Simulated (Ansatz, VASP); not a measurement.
**Pd in VASP and in Ansatz**

INCAR

```
ALGO = Normal
EDIFF = 1E-6
ENCUT = 520
GGA = RE
ISIF = 2
ISMEAR = -1
ISPIN = 2
LASPH = T
LCHARG = F
LMAXMIX = 4
LORBIT = 11
LREAL = F
LWAVE = F
MAGMOM = 0.5 -0.5
NBANDS = 21
NELM = 150
PREC = Accurate
SIGMA = 0.05
```

KPOINTS

```
k-points
0
Gamma
  11 11 11
```

The input POSCAR:

```
Pd
1.0
    3.2408739234      0.0000000000      0.0000000000
    0.0000000000      3.2408739234      0.0000000000
    0.0000000000      0.0000000000      3.2408739234
Pd
2
Direct
    0.0000000000      0.0000000000      0.0000000000
    0.5000000000      0.5000000000      0.5000000000
```

Input for Ansatz:

```yaml
crystal:
  lattice:
    - [3.2408739234, 0.0, 0.0]
    - [0.0, 3.2408739234, 0.0]
    - [0.0, 0.0, 3.2408739234]
  atoms:
    - { symbol: Pd, position: [0.0, 0.0, 0.0], spin: 0.5 }
    - { symbol: Pd, position: [0.5, 0.5, 0.5], spin: -0.5 }
hamiltonian:
  xc: revpbe
  pseudopotentials:
    kind: paw
    azcp:
      Pd: "pseudopotentials/Pd.paw.azcp"
basis:
  ecutwfc: 420
  fft_grid_basis: typed
kpoints:
  mp_grid: { grid: [11, 11, 11], shift: [0, 0, 0] }
magnetization:
  spin_polarized: true
scf:
  occupations: { method: fermi_dirac, width: 0.05 }
  lower_state_search: "off"
output:
  stress: true
```

Alike in both runs: task single point; functional revPBE; k mesh 11 × 11 × 11; occupations fermi-dirac, width 0.05 eV; collinear spin.

```csv
,VASP,Ansatz
version,VASP 6.6.1,Ansatz 0.2.0
potentials or method,"VASP PAW PBE potentials, release 64 (Pd), cutoff 520 eV","plane waves (420 eV) with PAW, scalar-relativistic"
valence electrons in the cell,20,36
```

Ansatz gave:

* pressure (GPa): -9.3
* net moment per atom (μB): 0.00

**Question.** Estimate VASP's values.

**Answer.** Pressure (GPa): -9.4; net moment per atom (μB): 0.00.

VASP's potentials were made for PBE, not for revPBE. VASP's potentials hold 20 valence electrons a cell and Ansatz's 36, so a difference there can come from the potentials and not from the codes. Ansatz's warnings: seeded moment not kept.
